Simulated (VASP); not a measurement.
A run of VASP 6.6.1 is set up as follows.

Contents of POSCAR:

```
SnSe
1.0
    0.0000000000      3.0100000000      3.0100000000
    3.0100000000      0.0000000000      3.0100000000
    3.0100000000      3.0100000000      0.0000000000
Sn Se
1 1
Direct
    0.0000000000      0.0000000000      0.0000000000
    0.5000000000      0.5000000000      0.5000000000
```

File INCAR.step1:

```
SYSTEM = SnSe
PREC     = Accurate       ! precision mode
ENCUT    = 600            ! plane-wave cutoff, eV
EDIFF    = 1E-5           ! SCF threshold, eV
ISMEAR   = -1             ! smearing method
SIGMA    = 0.05           ! smearing width, eV
LREAL    = .False.        ! projectors in reciprocal space
LASPH    = .True.         ! aspherical terms in the spheres
NELM     = 80             ! most SCF steps
ALGO     = Normal         ! electronic algorithm
LWAVE    = .True.         ! write WAVECAR
LCHARG   = .False.        ! write CHGCAR
GGA      = PE             ! functional
NBANDS   = 17             ! bands
```

Contents of INCAR.step2:

```
SYSTEM = SnSe
PREC     = Accurate       ! precision mode
ENCUT    = 600            ! plane-wave cutoff, eV
EDIFF    = 1E-6           ! SCF threshold, eV
ISMEAR   = -1             ! smearing method
SIGMA    = 0.05           ! smearing width, eV
LREAL    = .False.        ! projectors in reciprocal space
LASPH    = .True.         ! aspherical terms in the spheres
NELM     = 80             ! most SCF steps
ALGO     = Normal         ! electronic algorithm
ISIF     = 3              ! what is computed and relaxed
LWAVE    = .False.        ! write WAVECAR
LCHARG   = .False.        ! write CHGCAR
GGA      = PE             ! functional
LHFCALC  = .True.         ! exact exchange
HFSCREEN = 0.2079         ! screening, 1/A
PRECFOCK = Normal       
IBRION   = 2              ! ionic algorithm
NSW      = 60             ! ionic steps
EDIFFG   = -0.01          ! ionic threshold
ISTART   = 1
```

KPOINTS

```
regular mesh
0
Gamma
  4 4 4
  0 0 0
```

Potentials or basis: VASP PAW PBE potentials, release 64 (Sn_d, Se).

Command:

```bash
$ cat potpaw_PBE.64/Sn_d/POTCAR potpaw_PBE.64/Se/POTCAR > POTCAR
$ cp INCAR.step1 INCAR
$ mpirun -np 1 vasp_std > vasp.out
$ cp INCAR.step2 INCAR
$ mpirun -np 1 vasp_std > vasp.out
```

Task: What does it give for the relaxed cell?

Result: a = 4.206 Å, b = 4.206 Å, c = 4.206 Å, α = 60.00°, β = 60.00°, γ = 60.00°.

Task: What does it give for the space group after relaxing (to 0.1 Å)?

Result: Fm-3m (No. 225).

Task: Predict the relaxed volume.

Result: 26.30 Å³/atom.

Final structure:
```xyz
2
Lattice="0.0000 2.9739 2.9739 2.9739 0.0000 2.9739 2.9739 2.9739 0.0000" Properties=species:S:1:pos:R:3 pbc="T T T"
Sn    0.0000    0.0000    0.0000
Se    2.9739    2.9739    2.9739
```

Caveat: the k points lie up to 0.46 Å⁻¹ apart in the final cell; the PAW data sets were made with another functional, which shifts forces and pressure a little.
